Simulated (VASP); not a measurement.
NbC: single point with PBEsol

The system is NbC.

```xyz
2
Lattice="0.0000 2.2346 2.2904 2.2346 0.0000 2.2904 2.2346 2.2346 0.0000" Properties=species:S:1:pos:R:3 pbc="T T T"
Nb    0.0000    0.0000    0.0000
C     2.2346    2.2346    2.2904
```

```json
{
  "Program": "VASP 6.6.1",
  "Task": "single point",
  "Functional": "PBEsol",
  "Potentials or basis": "VASP PAW PBE potentials, release 64 (Nb_sv, C)",
  "Cutoff": "600 eV",
  "k mesh": "13 × 13 × 13",
  "Occupations": "methfessel-paxton, width 0.15 eV",
  "Spin": "no spin polarisation"
}
```

```yaml
Pressure: -11.3 GPa
Band_gap_on_the_k_mesh: zero (an odd number of electrons rules out a gap without spin polarisation)
```

Stress tensor (GPa, compression positive):
```
 -7.10   0.00   0.00
  0.00  -7.10   0.00
  0.00   0.00 -19.75
```

Levels at points of the mesh, in eV from the Fermi level:
| k point | band 6 | band 7 | band 8 | band 9 | band 10 | band 11 | band 12 | band 13 |
| --- | --- | --- | --- | --- | --- | --- | --- | --- |
| (0.00, 0.00, 0.00) | -1.43 | -1.17 | -1.17 | -0.23 | -0.11 | -0.11 | 0.20 | 0.49 |

It took 2.5 min on 1 thread of Intel Xeon 8259CL, with other jobs on the host, peak memory 0.23 GiB.

Caveat: the stress differs along the axes, from -20 to -7 GPa; the PAW data sets were made with another functional, which shifts forces and pressure a little.
